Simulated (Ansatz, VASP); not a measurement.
# InP, level by level in two programs

```
CELL_PARAMETERS angstrom
0.00000 2.91083 2.91083
2.91083 0.00000 2.91083
2.91083 2.91083 0.00000
ATOMIC_POSITIONS crystal
In 0.00000 0.00000 0.00000
P 0.75000 0.75000 0.75000
```

Single points on this cell with VASP 6.6.1 and Ansatz 0.2.0. Each row is one pair of runs. Alike in all rows: spin: off; smearing: fermi-dirac, width 0.05 eV.

```tsv
level	k mesh	VASP's potentials, cutoff	Ansatz's potentials, cutoff	gap on the k mesh at the Fermi level (eV), VASP	gap on the k mesh at the Fermi level (eV), Ansatz	least direct gap on the mesh (eV), VASP	least direct gap on the mesh (eV), Ansatz	pressure (GPa), VASP	pressure (GPa), Ansatz
b88 exchange, pbe correlation	8 × 8 × 8	VASP PAW PBE potentials, release 64 (In_d, P), 500 eV	Ansatz PAW, 420 eV	0.80	0.80	0.80	0.80	4.7	4.8
PBE0	4 × 4 × 4	VASP PAW PBE potentials, release 64 (In_d, P), 520 eV	Ansatz PAW, 420 eV	2.38	2.33	2.38	2.33	2.8	3.1
HSE06	4 × 4 × 4	VASP PAW PBE potentials, release 64 (In_d, P), 520 eV	Ansatz PAW, 420 eV	1.66	1.66	1.66	1.66	3.2	3.3
r2SCAN	8 × 8 × 8	VASP PAW PBE potentials, release 64 (In_d, P), 520 eV	Ansatz PAW, 500 eV	1.29	1.28	1.29	1.28	3.2	3.3
```

Gap on the k mesh at the fermi level (eV): the two programs differ by at most 0.048; least direct gap on the mesh (eV): the two programs differ by at most 0.048; pressure (GPa): the two programs differ by at most 0.32.

The k mesh is coarse in some rows, so the values compare programs but aren't converged.
